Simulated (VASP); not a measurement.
A run of VASP 6.6.1 is set up as follows.

Contents of POSCAR:

```
MgS
1.0
    4.0405200759      0.0000000000      0.0000000000
   -2.0202600379      3.4991930302      0.0000000000
    0.0000000000      0.0000000000     13.0800279451
Mg S
4 4
Direct
    0.0000000000      0.0000000000      0.0948572732
    0.0000000000      0.0000000000      0.5948572732
    0.3333333333      0.6666666667      0.3439525086
    0.6666666667      0.3333333333      0.8439525086
    0.0000000000      0.0000000000      0.4057262008
    0.0000000000      0.0000000000      0.9057262008
    0.3333333333      0.6666666667      0.1554640174
    0.6666666667      0.3333333333      0.6554640174
```

The input INCAR.step1:

```
SYSTEM = MgS
PREC = Accurate
ENCUT = 520
ISMEAR = 0
SIGMA = 0.02
LREAL = .FALSE.
LASPH = .TRUE.
NELM = 80
NBANDS = 26
GGA = PE
ALGO = Normal
EDIFF = 1E-4
LWAVE = .TRUE.
LCHARG = .FALSE.
```

The input INCAR.step2:

```
SYSTEM = MgS
PREC = Accurate
ENCUT = 520
EDIFF = 1E-7
ISMEAR = 0
SIGMA = 0.02
LREAL = .FALSE.
LASPH = .TRUE.
NELM = 80
ALGO = Normal
ISIF = 2
LWAVE = .FALSE.
LCHARG = .FALSE.
METAGGA = R2SCAN
LMIXTAU = .TRUE.
NBANDS = 26
ISTART = 1
```

KPOINTS

```
Automatic mesh
0
G
  6 6 2
  0 0 0
```

Potentials or basis: VASP PAW PBE potentials, release 64 (Mg, S).

Run with:

```sh
$ cat potpaw_PBE.64/Mg/POTCAR potpaw_PBE.64/S/POTCAR > POTCAR
$ cp INCAR.step1 INCAR
$ mpirun -np 1 vasp_std > vasp.out
$ cp INCAR.step2 INCAR
$ mpirun -np 1 vasp_std > vasp.out
```

(1) What does it give for the pressure?

(2) Predict the largest force.

(3) What does it give for the band gap on the k mesh?

Results:

(1) -1.4 GPa.

(2) 0.004 eV/Å.

(3) 4.03 eV.

Caveat: the PAW data sets were made with another functional, which shifts forces and pressure a little.
